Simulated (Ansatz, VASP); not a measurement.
One calculation of Se, two programs

Contents of INCAR:

```
SYSTEM = Se
  PREC = Accurate
  ENCUT = 520
  EDIFF = 1E-8
  ISMEAR = -1
  SIGMA = 0.03
  LREAL = .FALSE.
  LASPH = .TRUE.
  NELM = 100
  ALGO = Normal
  ISIF = 2
  LWAVE = .FALSE.
  LCHARG = .FALSE.
  GGA = PE
  LEFG = .TRUE.
  NBANDS = 16
```

Contents of KPOINTS:

```
Automatic mesh
0
G
  6 6 5
  0 0 0
```

File POSCAR:

```
Se
1.0
    4.3071900132      0.0000000000      0.0000000000
   -2.1535950066      3.7301359704      0.0000000000
    0.0000000000      0.0000000000      4.8866512526
Se
3
Direct
    0.2254000000      0.0000000000      0.3333333333
    0.0000000000      0.2254000000      0.6666666667
    0.7746000000      0.7746000000      0.0000000000
```

Input for Ansatz:

```yaml
crystal:
  lattice:
    - [4.3071900132, 0.0, 0.0]
    - [-2.1535950066, 3.7301359704, 0.0]
    - [0.0, 0.0, 4.8866512526]
  atoms:
    - { symbol: Se, position: [0.2254, 0.0, 0.3333333333] }
    - { symbol: Se, position: [0.0, 0.2254, 0.6666666667] }
    - { symbol: Se, position: [0.7746, 0.7746, 0.0] }
kpoints:
  mp_grid: { grid: [6, 6, 5] }
scf:
  occupations: { method: fermi_dirac, width: 0.03 }
hamiltonian:
  xc: pbe
  pseudopotentials: { kind: all_electron, datasets: crystal }
output:
  forces: true
  stress: true
  eigenvalues: true
  efg: { contact_densities: true }
```

Change from the starting cell: volume scaled by 0.96, crystal datasets.

Alike in both runs: task electric field gradients; functional PBE; k mesh 6 × 6 × 5; occupations fermi-dirac, width 0.03 eV; no spin polarisation.

```csv
,VASP,Ansatz
version,VASP 6.6.1,Ansatz 0.2.0
potentials or method,"VASP PAW PBE potentials, release 64 (Se), cutoff 520 eV","all-electron PAW with datasets made for the crystal, scalar-relativistic"
```

```csv
,VASP,Ansatz,Ansatz less VASP
gap on the k mesh at the Fermi level (eV),1.29,1.29,+0.008
pressure (GPa),5.7,5.5,-0.18
"traceless stress, the component that is largest in VASP (GPa)",2.23,2.16,-0.067
rms of the force components (eV/Å),0.513,0.486,-0.0266
size of Vzz on the site where it differs most (V/Å²),491.5,513.0,+21.47
```

Atom by atom the forces differ by 0.027 eV/Å (rms over components). Ansatz ran all-electron here, and VASP with PAW potentials.
